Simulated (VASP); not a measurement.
Here is a VASP 6.6.1 calculation.

File INCAR:

```
ALGO     = Normal         # electronic algorithm
EDIFF    = 1E-6           # SCF threshold, eV
ENCUT    = 500            # plane-wave cutoff, eV
GGA      = PE             # functional
GGA_COMPAT= F            
ISIF     = 2              # what is computed and relaxed
ISMEAR   = 0              # smearing method
LASPH    = T              # aspherical terms in the spheres
LCHARG   = F              # write CHGCAR
LREAL    = F              # projectors in reciprocal space
LWAVE    = F              # write WAVECAR
NBANDS   = 11             # bands
NELM     = 120            # most SCF steps
PREC     = Accurate       # precision mode
SIGMA    = 0.015          # smearing width, eV
```

File KPOINTS:

```
k-points
0
Gamma
  12 12 12
```

File POSCAR:

```
Pd
1.0
   -1.5722810000      1.5722810000      1.5722810000
    1.5722810000     -1.5722810000      1.5722810000
    1.5722810000      1.5722810000     -1.5722810000
Pd
1
Direct
    0.0000000000      0.0000000000      0.0000000000
```

Potentials or basis: VASP PAW PBE potentials, release 64 (Pd).

The run is started by

```console
$ cat potpaw_PBE.64/Pd/POTCAR > POTCAR
$ mpirun -np 1 vasp_std > vasp.out
```

Question: Estimate the pressure.

Answer: -1.5 GPa.

Question: Predict the band gap on the k mesh.

Answer: Zero (band 5 reaches 9.47 eV, above the bottom of band 6 at 7.92 eV).
